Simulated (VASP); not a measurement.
# YSe2 (Fm-3m) in VASP: settings compared

The runs below take YSe2 through single point, with LDA, PBE+D3(BJ), PBE.

Everything below comes from runs of VASP 6.6.1. Logs are shortened: lines on timing, memory, paths and dates and some standing lists are left out, and cuts for length are marked.

### 1 The cell of the first run

Symmetry: Fm-3m, No. 225, cubic system. The conventional cell has a = 6.859 Å, b = 6.859 Å, c = 6.859 Å, α = 90.00°, β = 90.00°, γ = 90.00°. Y (site symmetry m-3m) has 8 Se at 2.97 Å within 3.9 Å. Within 3.9 Å of Se (site symmetry -43m) lie 4 Y at 2.97 Å and 6 Se at 3.43 Å.

### 2 Single point, LDA

INCAR

```
SYSTEM = YSe2
PREC     = Accurate       ! precision mode
ENCUT    = 520            ! plane-wave cutoff, eV
EDIFF    = 1E-6           ! SCF threshold, eV
ISMEAR   = 1              ! smearing method
SIGMA    = 0.1            ! smearing width, eV
LREAL    = .False.        ! projectors in reciprocal space
LASPH    = .True.         ! aspherical terms in the spheres
NELM     = 100            ! most SCF steps
ALGO     = Normal         ! electronic algorithm
ISIF     = 2              ! what is computed and relaxed
LWAVE    = .False.        ! write WAVECAR
LCHARG   = .False.        ! write CHGCAR
GGA      = CA             ! functional
NBANDS   = 18             ! bands
```

KPOINTS

```
Automatic mesh
0
Gamma
  8 8 8
  0 0 0
```

POSCAR

```
YSe2
1.0
    0.0000000000      3.4294106005      3.4294106005
    3.4294106005      0.0000000000      3.4294106005
    3.4294106005      3.4294106005      0.0000000000
Y Se
1 2
Direct
    0.0000000000      0.0000000000      0.0000000000
    0.2500000000      0.2500000000      0.2500000000
    0.7500000000      0.7500000000      0.7500000000
```

Potentials or basis: VASP PAW LDA potentials, release 64 (Y_sv, Se).

On the command line:

```
$ cat potpaw_LDA.64/Y_sv/POTCAR potpaw_LDA.64/Se/POTCAR > POTCAR
$ mpirun -np 1 vasp_std > vasp.out
```

OUTCAR:

```text
SYSTEM = YSe2
   PREC = Accurate
   ENCUT = 520
   EDIFF = 1E-6
   ISMEAR = 1
   LREAL = .False.
   LASPH = .True.
   NELM = 100
   ISIF = 2
   GGA = CA

 ion  position               nearest neighbor table
   1  0.000  0.000  0.000-   3 2.97   3 2.97   3 2.97   2 2.97   3 2.97   2 2.97   2 2.97   2 2.97

   2  0.250  0.250  0.250-   1 2.97   1 2.97   1 2.97   1 2.97
   3  0.750  0.750  0.750-   1 2.97   1 2.97   1 2.97   1 2.97

  LATTYP: Found a face centered cubic cell.
 ALAT       =     6.8588212010

  Lattice vectors:

 A1 = (   0.0000000000,   3.4294106005,   3.4294106005)
 A2 = (   3.4294106005,   0.0000000000,   3.4294106005)
 A3 = (   3.4294106005,   3.4294106005,   0.0000000000)

Analysis of symmetry for initial positions (statically):
=====================================================================
 Subroutine PRICEL returns:
 Original cell was already a primitive cell.

 Routine SETGRP: Setting up the symmetry group for a
 face centered cubic supercell.

 Subroutine GETGRP returns: Found 48 space group operations
 (whereof 48 operations were pure point group operations)
 out of a pool of 48 trial point group operations.

The static configuration has the point symmetry O_h .

Analysis of symmetry for dynamics (positions and initial velocities):
=====================================================================
 Subroutine PRICEL returns:
 Original cell was already a primitive cell.

 Routine SETGRP: Setting up the symmetry group for a
 face centered cubic supercell.

 Subroutine GETGRP returns: Found 48 space group operations
 (whereof 48 operations were pure point group operations)
 out of a pool of 48 trial point group operations.

The dynamic configuration has the point symmetry O_h .

 Subroutine INISYM returns: Found 48 space group operations
 (whereof 48 operations are pure point group operations),
 and found     1 'primitive' translations

----------------------------------------------------------------------------------------

                                     Primitive cell

  volume of cell :      80.6656

  direct lattice vectors                    reciprocal lattice vectors
     0.000000000  3.429410600  3.429410600    -0.145797648  0.145797648  0.145797648
     3.429410600  0.000000000  3.429410600     0.145797648 -0.145797648  0.145797648
     3.429410600  3.429410600  0.000000000     0.145797648  0.145797648 -0.145797648

[... 78 lines left out ...]
   ICHARG =      2    charge: 1-file 2-atom 10-const
   ISPIN  =      1    spin polarized calculation?
   LNONCOLLINEAR =      F non collinear calculations
   LSORBIT =      F    spin-orbit coupling
   LASPH  =      T    aspherical Exc in radial PAW
   ENCUT  =  520.0 eV  38.22 Ry    6.18 a.u.   9.02  9.02  9.02*2*pi/ulx,y,z
   NELM   =    100;   NELMIN=  2; NELMDL= -5     # of ELM steps
   EDIFF  = 0.1E-05   stopping-criterion for ELM
   LREAL  =      F    real-space projection
   EDIFFG = 0.1E-04   stopping-criterion for IOM
   NSW    =      0    number of steps for IOM
   IBRION =     -1    ionic relax: 0-MD 1-quasi-New 2-CG
   NFREE  =      0    steps in history (QN), initial steepest desc. (CG)
   ISIF   =      2    stress and relaxation
   ISYM   =      2    0-nonsym 1-usesym 2-fastsym
   POTIM  = 0.5000    time-step for ionic-motion
   TEBEG  =    0.0;   TEEND  =   0.0 temperature during run
   PSTRESS=    0.0 pullay stress
   NELECT =      23.0000    total number of electrons
   NUPDOWN=      -1.0000    fix difference up-down
   EMIN   =  10.00;   EMAX   =-10.00  energy-range for DOS
   EFERMI =   0.00;   METHOD = LEGACY
   ISMEAR =     1;   SIGMA  =   0.10  broadening in eV -4-tet -1-fermi 0-gaus
   EFERMI_NEDOS =   21; number of points for ismear=-14 and -15
   IALGO  =     38    algorithm
   IMIX   =      4    mixing-type and parameters
     AMIX     =   0.40;   BMIX     =  1.00
     AMIX_MAG =   1.60;   BMIX_MAG =  1.00
  volume/ion in A,a.u.               =      26.89       181.45
  Fermi-wavevector in a.u.,A,eV,Ry     =   1.077510  2.036199 15.796741  1.161028
  Thomas-Fermi vector in A             =   2.213424
   LORBIT       =      0    0 simple, 1 ext, 2 COOP (PROOUT), +10 PAW based schemes
   GGA     = CA    functional components
   LHFCALC =     F    Hartree Fock is set to
   AEXX    =    0.0000 exact exchange contribution
   IVDW    =     0    specifies the selected vdW correction
   LEPSILON=     F    determine dielectric tensor
   LRPA    =     F    only Hartree local field effects (RPA)
 non-spin polarized calculation
 Methfessel and Paxton  Order N= 1 SIGMA  =   0.10
  energy-cutoff  :      520.00
  volume of cell :       80.67
 maximum number of plane-waves:      2200
   NGX = 17   NGY = 17   NGZ = 17

 number of electron      22.9999997 magnetization

 Free energy of the ion-electron system (eV)
  ---------------------------------------------------
  ext. energy  EPLUGINS =         0.00000000
  ---------------------------------------------------
  free energy    TOTEN  =       -19.30469769 eV

  energy without entropy =      -19.30989355  energy(sigma->0) =      -19.30642965

 E-fermi :   2.5791     XC(G=0):  -9.5903

 val. band max:        2.5019896735   @ k =  -0.2500   0.1250   0.0000
 cond. band min:       2.6162521972   @ k =   0.3750   0.3750   0.0000
 fundamental gap:      0.1142625238
 Fermi energy:         2.5791212005

 k-point     1 :       0.0000    0.0000    0.0000
  band No.  band energies     occupation
      1     -39.4393      2.00000
      2     -19.5370      2.00000
      3     -19.5370      2.00000
      4     -19.5370      2.00000
      5     -10.3195      2.00000
      6      -8.2040      2.00000
[... 481 lines left out ...]
      5      -9.2812      2.00000
      6      -9.1351      2.00000
[... 10 lines left out ...]
     17       7.9978      0.00000
     18       9.6851      0.00000

 [... further k-points ...]
[... 5 lines left out ...]
  --------------------------------------------------------------------------------------
  -------------------------------------------------------------------------------------
  Total       -2.1972515     -2.1972515     -2.1972515     -0.0000000      0.0000000      0.0000000
  in kB      -43.6417242    -43.6417242    -43.6417242     -0.0000000      0.0000000      0.0000000
  external PRESSURE =     -43.6417242 kB  Pullay stress =       0.0000000 kB

 VOLUME and BASIS-vectors are now :
 -----------------------------------------------------------------------------
  energy-cutoff  :      520.00
  volume of cell :       80.67
      direct lattice vectors                 reciprocal lattice vectors
     0.000000000  3.429410600  3.429410600    -0.145797648  0.145797648  0.145797648
     3.429410600  0.000000000  3.429410600     0.145797648 -0.145797648  0.145797648
     3.429410600  3.429410600  0.000000000     0.145797648  0.145797648 -0.145797648

 POSITION                                       TOTAL-FORCE (eV/Angst)
 -----------------------------------------------------------------------------------
      0.00000      0.00000      0.00000         0.000000     -0.000000     -0.000000
      1.71471      1.71471      1.71471         0.000000      0.000000      0.000000
      5.14412      5.14412      5.14412        -0.000000     -0.000000     -0.000000
 -----------------------------------------------------------------------------------
    total drift:                               -0.000000      0.000000      0.000000

  FREE ENERGIE OF THE ION-ELECTRON SYSTEM (eV)
  ---------------------------------------------------
  free  energy   TOTEN  =       -19.3046976934 eV

  energy  without entropy=      -19.3098935517  energy(sigma->0) =      -19.30642965
```

Wall time 15 s (1 thread of Intel Xeon 6975P-C (Granite Rapids), shared host); peak memory 0.2 GiB.

What came out:

```yaml
Free_energy: -19.3047 eV
Pressure: -4.4 GPa
Band_gap_on_the_k_mesh: zero (an odd number of electrons rules out a gap without spin polarisation)
```

Caveat: the cell stands under tension.

### 3 Single point, PBE+D3(BJ)

INCAR

```
  PREC = Accurate
  ENCUT = 520
  EDIFF = 1E-6
  ISMEAR = 0
  SIGMA = 0.05
  LREAL = F
  LASPH = T
  NELM = 100
  ALGO = Normal
  ISIF = 2
  LWAVE = F
  LCHARG = F
  GGA = PE
  IVDW = 12
  NBANDS = 18
```

KPOINTS

```
regular mesh
0
Gamma
  8 8 8
```

POSCAR is that of step 2.

Potentials or basis: VASP PAW PBE potentials, release 64 (Y_sv, Se).

On the command line:

```
$ cat potpaw_PBE.64/Y_sv/POTCAR potpaw_PBE.64/Se/POTCAR > POTCAR
$ mpirun -np 1 vasp_std > vasp.out
```

Run time: 18 s. Hardware: 1 thread of Intel Xeon 6975P-C (Granite Rapids), shared host; peak memory 0.24 GiB.

The run converged. Its results:

```
Free energy                : -18.5078 eV
Pressure                   : -2.2 GPa
Band gap on the k mesh     : zero (an odd number of electrons rules out a gap without spin polarisation)
Dispersion energy per atom : -0.349 eV
```

Levels at points of the mesh, in eV from the Fermi level:
```csv
k point,band 7,band 8,band 9,band 10,band 11,band 12,band 13,band 14,band 15,band 16
"(0.00, 0.00, 0.00)",-3.28,-3.28,-3.28,0.17,0.17,0.17,2.37,2.37,4.41,5.92
"(0.50, 0.00, 0.00)",-2.50,-2.50,-2.17,-1.77,-1.41,-1.41,2.88,2.88,4.02,6.02
"(0.50, 0.50, 0.00)",-4.43,-2.91,-2.91,-0.33,-0.33,1.11,2.08,3.46,3.99,4.98
```

### 4 Single point, PBE

INCAR

```
SYSTEM = YSe2
  PREC = Accurate
  ENCUT = 520
  EDIFF = 1E-6
  ISMEAR = -5
  SIGMA = 0.1
  LREAL = .False.
  LASPH = .True.
  NELM = 60
  ALGO = Normal
  ISIF = 2
  LWAVE = .False.
  LCHARG = .False.
  GGA = PE
  NBANDS = 18
```

KPOINTS

```
regular mesh
0
Gamma
  8 8 8
  0 0 0
```

POSCAR is that of step 3.

On the command line:

```
$ cat potpaw_PBE.64/Y_sv/POTCAR potpaw_PBE.64/Se/POTCAR > POTCAR
$ mpirun -np 1 vasp_std > vasp.out
```

Wall time 19 s (1 thread of Intel Xeon 6975P-C (Granite Rapids), shared host); peak memory 0.22 GiB.

Results (log left out):

- Free energy: -17.4656 eV
- Pressure: 0.0 GPa
- Band gap on the k mesh: zero (an odd number of electrons rules out a gap without spin polarisation)

Levels at points of the mesh, in eV from the Fermi level:
```
           k point  band 8  band 9  band 10  band 11  band 12  band 13  band 14  band 15
(0.00, 0.00, 0.00)   -3.27   -3.27     0.19     0.19     0.19     2.39     2.39     4.43
(0.50, 0.00, 0.00)   -2.49   -2.16    -1.76    -1.40    -1.40     2.90     2.90     4.04
(0.50, 0.50, 0.00)   -2.89   -2.89    -0.31    -0.31     1.13     2.10     3.48     4.01
```

Caveat: tetrahedron occupations give inexact forces and stress in metals.

### 5 The runs side by side

| level | potentials or basis | smearing | gap on the mesh (eV) | pressure (GPa) |
| --- | --- | --- | --- | --- |
| LDA | VASP PAW LDA potentials, release 64 (Y_sv, Se) | methfessel-paxton 0.1 eV | none | -4.4 |
| PBE+D3(BJ) | VASP PAW PBE potentials, release 64 (Y_sv, Se) | gaussian 0.05 eV | none | -2.2 |
| PBE | VASP PAW PBE potentials, release 64 (Y_sv, Se) | tetrahedron | none | 0.0 |

Alike in all rows: task single point; no spin polarisation; cell as given; k mesh 8 × 8 × 8; cutoff (eV) 520.

Caveats: the cell stands under tension (at least some runs); tetrahedron occupations give inexact forces and stress in metals (at least some runs).

Absolute energies hang on the potentials; compare differences alone.
